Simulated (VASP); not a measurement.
# InO in VASP: further runs

Runs on InO. Level: PBE. Tasks: single point.

Program: VASP 6.6.1. These are calculated values, not measurements. Logs are shortened: lines on timing, memory, paths and dates and some standing lists are left out, and cuts for length are marked.

### Step 1. The cell of the first run

The cell holds a slab with vacuum, 4 atoms: a = 3.540 Å, b = 3.540 Å, c = 15.480 Å, α = 90.00°, β = 90.00°, γ = 120.00°.

### Step 2. Single point, PBE (strain +0.025 along x and y, -0.025 along z)

File INCAR:

```
SYSTEM = InO
PREC = Accurate
ENCUT = 520
EDIFF = 1E-6
ISMEAR = 0
SIGMA = 0.03
LREAL = .FALSE.
LASPH = .TRUE.
NELM = 60
ALGO = Normal
ISIF = 2
LWAVE = .FALSE.
LCHARG = .FALSE.
GGA = PE
NBANDS = 27
```

File KPOINTS:

```
Automatic mesh
0
G
  12 12 2
  0 0 0
```

File POSCAR:

```
InO
1.0
    3.5399541463      0.0000000000      0.0000000000
   -1.7699770732      3.0656902189      0.0000000000
    0.0000000000      0.0000000000     15.4801725000
In O
2 2
Direct
    0.6666666667      0.3333333333      0.5900210000
    0.6666666667      0.3333333333      0.4099790000
    0.0000000000      0.0000000000      0.6398670000
    0.0000000000      0.0000000000      0.3601330000
```

Potentials or basis: VASP PAW PBE potentials, release 64 (In_d, O).

The run is started by

```sh
cat potpaw_PBE.64/In_d/POTCAR potpaw_PBE.64/O/POTCAR > POTCAR
mpirun -np 1 vasp_std > vasp.out
```

OUTCAR:

```text
SYSTEM = InO
   PREC = Accurate
   ENCUT = 520
   EDIFF = 1E-6
   ISMEAR = 0
   LREAL = .FALSE.
   LASPH = .TRUE.
   NELM = 60
   ISIF = 2
   GGA = PE

 ion  position               nearest neighbor table
   1  0.667  0.333  0.590-   3 2.18   3 2.18   3 2.18   2 2.79
   2  0.667  0.333  0.410-   4 2.18   4 2.18   4 2.18   1 2.79
   3  0.000  0.000  0.640-   1 2.18   1 2.18   1 2.18
   4  0.000  0.000  0.360-   2 2.18   2 2.18   2 2.18

  LATTYP: Found a hexagonal cell.
 ALAT       =     3.5399541463
 C/A-ratio  =     4.3729867281

  Lattice vectors:

 A1 = (   3.5399541463,   0.0000000000,   0.0000000000)
 A2 = (  -1.7699770732,   3.0656902189,   0.0000000000)
 A3 = (   0.0000000000,   0.0000000000,  15.4801725000)

Analysis of symmetry for initial positions (statically):
=====================================================================
 Subroutine PRICEL returns:
 Original cell was already a primitive cell.

 Routine SETGRP: Setting up the symmetry group for a
 hexagonal supercell.

 Subroutine GETGRP returns: Found 12 space group operations
 (whereof 12 operations were pure point group operations)
 out of a pool of 24 trial point group operations.

The static configuration has the point symmetry D_3h.

Analysis of symmetry for dynamics (positions and initial velocities):
=====================================================================
 Subroutine PRICEL returns:
 Original cell was already a primitive cell.

 Routine SETGRP: Setting up the symmetry group for a
 hexagonal supercell.

 Subroutine GETGRP returns: Found 12 space group operations
 (whereof 12 operations were pure point group operations)
 out of a pool of 24 trial point group operations.

The dynamic configuration has the point symmetry D_3h.

 Subroutine INISYM returns: Found 12 space group operations
 (whereof 12 operations are pure point group operations),
 and found     1 'primitive' translations

----------------------------------------------------------------------------------------

                                     Primitive cell

  volume of cell :     167.9971

  direct lattice vectors                    reciprocal lattice vectors
     3.539954146  0.000000000  0.000000000     0.282489535  0.163095409  0.000000000
    -1.769977073  3.065690219  0.000000000     0.000000000  0.326190818  0.000000000
     0.000000000  0.000000000 15.480172500     0.000000000  0.000000000  0.064598763

  length of vectors
     3.539954146  3.539954146 15.480172500     0.326190818  0.326190818  0.064598763

  position of ions in fractional coordinates (direct lattice)
     0.666666667  0.333333333  0.590021000
     0.666666667  0.333333333  0.409979000
     0.000000000  0.000000000  0.639867000
     0.000000000  0.000000000  0.360133000

  ion indices of the primitive-cell ions
   primitive index   ion index
                 1           1
                 2           2
                 3           3
                 4           4

----------------------------------------------------------------------------------------

 KPOINTS: Automatic mesh

Automatic generation of k-mesh.
 Grid dimensions read from file:
 generate k-points for:   12   12    2

 Generating k-lattice:

  Cartesian coordinates                     Fractional coordinates (reciprocal lattice)
     0.023540795  0.013591284  0.000000000     0.083333333  0.000000000  0.000000000
     0.000000000  0.027182568  0.000000000     0.000000000  0.083333333  0.000000000
     0.000000000  0.000000000  0.032299382     0.000000000  0.000000000  0.500000000

  Length of vectors
     0.027182568  0.027182568  0.032299382

  Shift w.r.t. Gamma in fractional coordinates (k-lattice)
     0.000000000  0.000000000  0.000000000

 Subroutine IBZKPT returns following result:
 ===========================================

 Found     38 irreducible k-points:

 Following reciprocal coordinates:
            Coordinates               Weight
  0.000000  0.000000  0.000000      1.000000
  0.083333  0.000000  0.000000      6.000000
  0.166667  0.000000  0.000000      6.000000
  0.250000  0.000000  0.000000      6.000000
  0.333333  0.000000  0.000000      6.000000
  0.416667  0.000000  0.000000      6.000000
[... 16 lines left out ...]
  0.250000  0.000000  0.500000      6.000000
  0.333333  0.000000  0.500000      6.000000
 [... further k-points ...]
   k-points           NKPTS =     38   k-points in BZ     NKDIM =     38   number of bands    NBANDS=     27
   number of dos      NEDOS =    301   number of ions     NIONS =      4
   total plane-waves  NPLWV =  94080
   dimension x,y,z NGX =    28 NGY =   28 NGZ =  120
   dimension x,y,z NGXF=    56 NGYF=   56 NGZF=  240
   ions per type =               2   2
   NGX,Y,Z   is equivalent  to a cutoff of  13.15, 13.15, 12.89 a.u.
   NGXF,Y,Z  is equivalent  to a cutoff of  26.30, 26.30, 25.77 a.u.
 SYSTEM =  InO
   PREC   = accura    normal or accurate (medium, high low for compatibility)
   ISTART =      0    job   : 0-new  1-cont  2-samecut
   ICHARG =      2    charge: 1-file 2-atom 10-const
   ISPIN  =      1    spin polarized calculation?
   LNONCOLLINEAR =      F non collinear calculations
   LSORBIT =      F    spin-orbit coupling
   LASPH  =      T    aspherical Exc in radial PAW
   ENCUT  =  520.0 eV  38.22 Ry    6.18 a.u.   6.58  6.58 28.78*2*pi/ulx,y,z
   NELM   =     60;   NELMIN=  2; NELMDL= -5     # of ELM steps
   EDIFF  = 0.1E-05   stopping-criterion for ELM
   LREAL  =      F    real-space projection
[... 7 lines left out ...]
   TEBEG  =    0.0;   TEEND  =   0.0 temperature during run
   PSTRESS=    0.0 pullay stress
   NELECT =      38.0000    total number of electrons
   NUPDOWN=      -1.0000    fix difference up-down
   EMIN   =  10.00;   EMAX   =-10.00  energy-range for DOS
   EFERMI =   0.00;   METHOD = LEGACY
   ISMEAR =     0;   SIGMA  =   0.03  broadening in eV -4-tet -1-fermi 0-gaus
   EFERMI_NEDOS =   21; number of points for ismear=-14 and -15
   IALGO  =     38    algorithm
   IMIX   =      4    mixing-type and parameters
     AMIX     =   0.40;   BMIX     =  1.00
     AMIX_MAG =   1.60;   BMIX_MAG =  1.00
  volume/ion in A,a.u.               =      42.00       283.43
  Fermi-wavevector in a.u.,A,eV,Ry     =   0.997475  1.884955 13.537210  0.994957
  Thomas-Fermi vector in A             =   2.129634
   LORBIT       =      0    0 simple, 1 ext, 2 COOP (PROOUT), +10 PAW based schemes
   GGA     = PE    functional components
   LHFCALC =     F    Hartree Fock is set to
   AEXX    =    0.0000 exact exchange contribution
   IVDW    =     0    specifies the selected vdW correction
   LEPSILON=     F    determine dielectric tensor
   LRPA    =     F    only Hartree local field effects (RPA)
 non-spin polarized calculation
 Gauss-broadening in eV      SIGMA  =   0.03
  energy-cutoff  :      520.00
  volume of cell :      168.00
 maximum number of plane-waves:      4581
 NGX is ok and might be reduce to    28
   NGX = 13   NGY = 13   NGZ = 57

 number of electron      38.0000007 magnetization

 Free energy of the ion-electron system (eV)
  ---------------------------------------------------
  ext. energy  EPLUGINS =         0.00000000
  ---------------------------------------------------
  free energy    TOTEN  =       -19.34954881 eV

  energy without entropy =      -19.34954881  energy(sigma->0) =      -19.34954881

 E-fermi :  -1.6758     XC(G=0):  -4.8682

 val. band max:       -1.8647264033   @ k =   0.2500   0.1667   0.5000
 cond. band min:      -1.4352785043   @ k =   0.0000   0.0000   0.5000
 fundamental gap:      0.4294478989
 Fermi energy:        -1.6757520448

 k-point     1 :       0.0000    0.0000    0.0000
  band No.  band energies     occupation
      1     -19.0685      2.00000
      2     -19.0454      2.00000
      3     -15.2957      2.00000
      4     -15.2494      2.00000
      5     -15.2494      2.00000
      6     -15.1908      2.00000
[... 19 lines left out ...]
     26       6.9767      0.00000
     27       6.9767      0.00000

 k-point     2 :       0.0833    0.0000    0.0000
  band No.  band energies     occupation
      1     -19.0602      2.00000
      2     -19.0381      2.00000
      3     -15.3391      2.00000
      4     -15.2373      2.00000
      5     -15.1755      2.00000
      6     -15.1743      2.00000
[... 19 lines left out ...]
     26       6.6882      0.00000
     27       6.8877      0.00000

 k-point     3 :       0.1667    0.0000    0.0000
  band No.  band energies     occupation
      1     -19.0389      2.00000
      2     -19.0198      2.00000
      3     -15.3688      2.00000
      4     -15.2096      2.00000
      5     -15.1340      2.00000
      6     -15.1193      2.00000
[... 19 lines left out ...]
     26       6.7769      0.00000
     27       6.9575      0.00000

 k-point     4 :       0.2500    0.0000    0.0000
  band No.  band energies     occupation
      1     -19.0139      2.00000
      2     -18.9979      2.00000
      3     -15.3738      2.00000
      4     -15.1874      2.00000
      5     -15.1350      2.00000
      6     -15.0786      2.00000
[... 19 lines left out ...]
     26       6.4452      0.00000
     27       7.3780      0.00000
[... 516 lines left out ...]
      4     -15.2096      2.00000
      5     -15.1339      2.00000
      6     -15.1192      2.00000
[... 19 lines left out ...]
     26       6.6777      0.00000
     27       7.1854      0.00000

 k-point    23 :       0.2500    0.0000    0.5000
  band No.  band energies     occupation
      1     -19.0139      2.00000
      2     -18.9980      2.00000
      3     -15.3738      2.00000
      4     -15.1874      2.00000
      5     -15.1350      2.00000
      6     -15.0786      2.00000
[... 19 lines left out ...]
     26       6.4452      0.00000
     27       6.6323      0.00000

 k-point    24 :       0.3333    0.0000    0.5000
  band No.  band energies     occupation
      1     -18.9935      2.00000
      2     -18.9798      2.00000
      3     -15.3661      2.00000
      4     -15.1806      2.00000
      5     -15.1602      2.00000
      6     -15.0280      2.00000
[... 19 lines left out ...]
     26       6.5221      0.00000
     27       7.0945      0.00000

 [... further k-points ...]

------------------------ aborting loop because EDIFF is reached ----------------------------------------

  FORCE on cell =-STRESS in cart. coord.  units (eV):
  Direction    XX          YY          ZZ          XY          YZ          ZX
  --------------------------------------------------------------------------------------
  -------------------------------------------------------------------------------------
  Total       -2.7289935     -2.7289935      0.5677080      0.0000000      0.0000000      0.0000000
  in kB      -26.0262376    -26.0262376      5.4141954      0.0000000      0.0000000      0.0000000
  external PRESSURE =     -15.5460933 kB  Pullay stress =       0.0000000 kB

 VOLUME and BASIS-vectors are now :
 -----------------------------------------------------------------------------
  energy-cutoff  :      520.00
  volume of cell :      168.00
      direct lattice vectors                 reciprocal lattice vectors
     3.539954146  0.000000000  0.000000000     0.282489535  0.163095409  0.000000000
    -1.769977073  3.065690219  0.000000000     0.000000000  0.326190818  0.000000000
     0.000000000  0.000000000 15.480172500     0.000000000  0.000000000  0.064598763

 POSITION                                       TOTAL-FORCE (eV/Angst)
 -----------------------------------------------------------------------------------
      1.76998      1.02190      9.13363        -0.000000      0.000000      0.607420
      1.76998      1.02190      6.34655        -0.000000     -0.000000     -0.607420
      0.00000      0.00000      9.90525         0.000000      0.000000     -0.245249
      0.00000      0.00000      5.57492         0.000000      0.000000      0.245249
 -----------------------------------------------------------------------------------
    total drift:                               -0.000001      0.000000      0.000000

  FREE ENERGIE OF THE ION-ELECTRON SYSTEM (eV)
  ---------------------------------------------------
  free  energy   TOTEN  =       -19.3495488148 eV

  energy  without entropy=      -19.3495488148  energy(sigma->0) =      -19.34954881
```

Wall time 6.5 min (1 thread of Intel Xeon 8259CL, shared host); peak memory 0.37 GiB.

Results:

* Free energy: -19.3495 eV
* Largest force: 0.607 eV/Å
* Band gap on the k mesh: 0.43 eV (least direct gap 0.94 eV)

Forces on the atoms (eV/Å):
```
In   0.000  0.000  0.607
In   0.000  0.000 -0.607
O    0.000  0.000 -0.245
O    0.000  0.000  0.245
```

Caveat: the cell differs from its parent crystal (strain +0.025 along x and y, -0.025 along z); spin-orbit coupling is left out, which moves the levels of the heavy elements.

### Step 3. Single point, PBE (strain +0.050 along x and y, -0.050 along z)

File INCAR:

```
SYSTEM = InO
PREC     = Accurate       ! precision mode
ENCUT    = 520            ! plane-wave cutoff, eV
EDIFF    = 1E-7           ! SCF threshold, eV
ISMEAR   = 0              ! smearing method
SIGMA    = 0.03           ! smearing width, eV
LREAL    = .FALSE.        ! projectors in reciprocal space
LASPH    = .TRUE.         ! aspherical terms in the spheres
NELM     = 60             ! most SCF steps
ALGO     = Normal         ! electronic algorithm
ISIF     = 2              ! what is computed and relaxed
LWAVE    = .FALSE.        ! write WAVECAR
LCHARG   = .FALSE.        ! write CHGCAR
GGA      = PE             ! functional
NBANDS   = 27             ! bands
```

File KPOINTS:

```
regular mesh
0
G
  12 12 2
  0 0 0
```

File POSCAR:

```
InO
1.0
    3.6262944914      0.0000000000      0.0000000000
   -1.8131472457      3.1404631511      0.0000000000
    0.0000000000      0.0000000000     15.0832450000
In O
2 2
Direct
    0.6666666667      0.3333333333      0.5900210000
    0.6666666667      0.3333333333      0.4099790000
    0.0000000000      0.0000000000      0.6398670000
    0.0000000000      0.0000000000      0.3601330000
```

Potentials or basis: VASP PAW PBE potentials, release 64 (In_d, O).

The run is started by

```sh
cat potpaw_PBE.64/In_d/POTCAR potpaw_PBE.64/O/POTCAR > POTCAR
mpirun -np 1 vasp_std > vasp.out
```

Run time: 5.8 min. Hardware: 1 thread of Intel Xeon 8259CL, shared host; peak memory 0.36 GiB.

Results (log left out):

| Property | Result |
| --- | --- |
| Free energy | -19.1374 eV |
| Largest force | 1.217 eV/Å |
| Band gap on the k mesh | 0.30 eV (least direct gap 0.79 eV) |

Forces in eV/Å, atoms in the order of the input:
```
In   0.000  0.000  1.217
In   0.000  0.000 -1.217
O    0.000  0.000 -0.410
O    0.000  0.000  0.410
```

Levels at points of the mesh, in eV from the valence-band top:
```tsv
k point	band 16	band 17	band 18	band 19	band 20	band 21	band 22	band 23
(0.00, 0.00, 0.00)	-1.50	-1.45	-1.45	-0.49	0.30	3.28	6.22	6.35
(0.50, 0.00, 0.00)	-2.21	-2.15	-1.40	-0.18	2.36	3.80	5.74	6.25
(0.00, 0.00, 0.50)	-1.50	-1.45	-1.45	-0.49	0.30	3.28	6.00	6.79
(0.50, 0.00, 0.50)	-2.21	-2.15	-1.40	-0.18	2.36	3.80	5.74	6.25
```

Caveat: the cell differs from its parent crystal (strain +0.050 along x and y, -0.050 along z); spin-orbit coupling is left out, which moves the levels of the heavy elements.

### Step 4. Single point, PBE (strain +0.000 along x and y, +0.050 along z)

File INCAR:

```
SYSTEM = InO
PREC = Accurate
ENCUT = 520
EDIFF = 1E-7
ISMEAR = 0
SIGMA = 0.03
LREAL = .FALSE.
LASPH = .TRUE.
NELM = 80
ALGO = Normal
ISIF = 2
LWAVE = .FALSE.
LCHARG = .FALSE.
GGA = PE
NBANDS = 27
```

File KPOINTS:

```
Automatic mesh
0
G
  12 12 2
  0 0 0
```

File POSCAR:

```
InO
1.0
    3.4536138013      0.0000000000      0.0000000000
   -1.7268069007      2.9909172868      0.0000000000
    0.0000000000      0.0000000000     16.6709550000
In O
2 2
Direct
    0.6666666667      0.3333333333      0.5900210000
    0.6666666667      0.3333333333      0.4099790000
    0.0000000000      0.0000000000      0.6398670000
    0.0000000000      0.0000000000      0.3601330000
```

The run is started by

```sh
cat potpaw_PBE.64/In_d/POTCAR potpaw_PBE.64/O/POTCAR > POTCAR
mpirun -np 1 vasp_std > vasp.out
```

Wall time 6.4 min (1 thread of Intel Xeon 8259CL, shared host); peak memory 0.39 GiB.

Results (log left out):

- Free energy: -19.3695 eV
- Largest force: 0.334 eV/Å
- Band gap on the k mesh: 0.18 eV (least direct gap 1.02 eV)

Forces in eV/Å, atoms in the order of the input:
```
In   0.000  0.000 -0.189
In   0.000  0.000  0.189
O    0.000  0.000 -0.334
O    0.000  0.000  0.334
```

Levels at points of the mesh, in eV from the valence-band top:
| k point | band 16 | band 17 | band 18 | band 19 | band 20 | band 21 | band 22 | band 23 |
| --- | --- | --- | --- | --- | --- | --- | --- | --- |
| (0.00, 0.00, 0.00) | -1.78 | -1.75 | -1.75 | -0.84 | 0.18 | 3.04 | 6.01 | 6.18 |
| (0.50, 0.00, 0.00) | -2.61 | -2.53 | -2.11 | -0.29 | 2.20 | 3.69 | 4.89 | 6.72 |
| (0.00, 0.00, 0.50) | -1.78 | -1.75 | -1.75 | -0.84 | 0.18 | 3.04 | 5.86 | 6.56 |
| (0.50, 0.00, 0.50) | -2.61 | -2.53 | -2.11 | -0.29 | 2.20 | 3.69 | 4.89 | 6.72 |

Caveat: the cell differs from its parent crystal (strain +0.000 along x and y, +0.050 along z); spin-orbit coupling is left out, which moves the levels of the heavy elements.

### Step 5. The runs side by side

| cell | gap on the mesh (eV) | largest force (eV/Å) |
| --- | --- | --- |
| a = 3.540, b = 3.540, c = 15.480 Å, angles 90.0, 90.0, 120.0°, 4 atoms | 0.43 | 0.61 |
| a = 3.626, b = 3.626, c = 15.083 Å, angles 90.0, 90.0, 120.0°, 4 atoms | 0.30 | 1.22 |
| a = 3.454, b = 3.454, c = 16.671 Å, angles 90.0, 90.0, 120.0°, 4 atoms | 0.18 | 0.33 |

Alike in all rows: task single point; level PBE; potentials or basis VASP PAW PBE potentials, release 64 (In_d, O); no spin polarisation; k mesh 12 × 12 × 2; cutoff (eV) 520; smearing gaussian 0.03 eV.

Caveats: spin-orbit coupling is left out, which moves the levels of the heavy elements.

Total energies depend on the potentials used, so only differences within one code and one set of settings carry meaning.
